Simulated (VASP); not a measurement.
A run of VASP 6.6.1 is set up as follows.

INCAR

```
SYSTEM = EuO
ALGO = Normal
EDIFF = 1E-6
ENCUT = 600
GGA = CA
GGA_COMPAT = .False.
ISIF = 2
ISMEAR = 0
ISPIN = 2
LASPH = .True.
LCHARG = .True.
LDAU = .True.
LDAUJ = 0 0
LDAUL = 3 -1
LDAUPRINT = 1
LDAUTYPE = 2
LDAUU = 6 0
LELF = .True.
LMAXMIX = 6
LORBIT = 11
LREAL = .False.
LVHAR = .True.
LWAVE = .False.
MAGMOM = 7.37 -0.08
NBANDS = 22
NELM = 200
PREC = Accurate
SIGMA = 0.05
```

Contents of KPOINTS:

```
k-points
0
Gamma
  8 8 8
  0 0 0
```

POSCAR

```
EuO
1.0
    0.0000000000      2.5088822437      2.5088822437
    2.5088822437      0.0000000000      2.5088822437
    2.5088822437      2.5088822437      0.0000000000
Eu O
1 1
Direct
    0.5000000000      0.5000000000      0.5000000000
    0.0000000000      0.0000000000      0.0000000000
```

Potentials or basis: VASP PAW PBE potentials, release 64 (Eu, O).

The run is started by

```bash
$ cat potpaw_PBE.64/Eu/POTCAR potpaw_PBE.64/O/POTCAR > POTCAR
$ mpirun -np 1 vasp_std > vasp.out
```

**Question.** Predict the pressure.

**Answer.** -0.3 GPa.

**Question.** What does it give for the site moments?

**Answer.** Eu +6.73; O -0.09 μB.

**Question.** Predict the band gap on the k mesh.

**Answer.** Zero (filled and empty bands overlap).

Eigenvalues of the final occupation matrices:
```
    site  spin  trace                         eigenvalues
site 1 f     1   6.77  0.96 0.97 0.97 0.97 0.97 0.97 0.97
site 1 f     2   0.02  0.00 0.00 0.00 0.00 0.01 0.01 0.01
```

Caveat: the PAW data sets were made with another functional, which shifts forces and pressure a little; spin-orbit coupling is left out, which moves the levels of the heavy elements; a cell with one magnetic atom can't hold antiferromagnetic order, which such compounds often take. The state reached can hang on the start; a lower one may exist.
